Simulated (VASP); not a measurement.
Crystal: K2S.

```
S K
1.0
     0.00000    3.70276    3.70276
     3.70276    0.00000    3.70276
     3.70276    3.70276    0.00000
S K
1 2
Direct
  0.00000 0.00000 0.00000
  0.25000 0.25000 0.25000
  0.75000 0.75000 0.75000
```

Base run:

- Program: VASP 6.6.1
- Functional: PBE
- Potentials or basis: VASP PAW PBE potentials, release 64 (S, K_sv)
- Cutoff: 500 eV
- k mesh: 4 × 4 × 4
- Occupations: gaussian, width 0.01 eV
- Spin: no spin polarisation

Its results: band gap on the k mesh 2.38 eV, indirect (least direct gap 2.57 eV); pressure 0.5 GPa.

Problem. After a change of settings the same cell gave: band gap on the k mesh 2.76 eV, indirect (least direct gap 2.95 eV); pressure 0.0 GPa. Which change was it?
A. functional from PBE to PBEsol
B. functional from PBE to r2SCAN; cutoff from 500 eV to 550 eV
C. occupations from gaussian, width 0.01 eV to methfessel-paxton, width 0.312 eV
D. k mesh from 4 × 4 × 4 to 2 × 2 × 2

Solution. B.

r2SCAN gives the wider gap, since meta-GGAs in the generalised Kohn-Sham scheme recover part of the derivative discontinuity.

Caveats: the PAW data sets were made with another functional, which shifts forces and pressure a little (some runs).
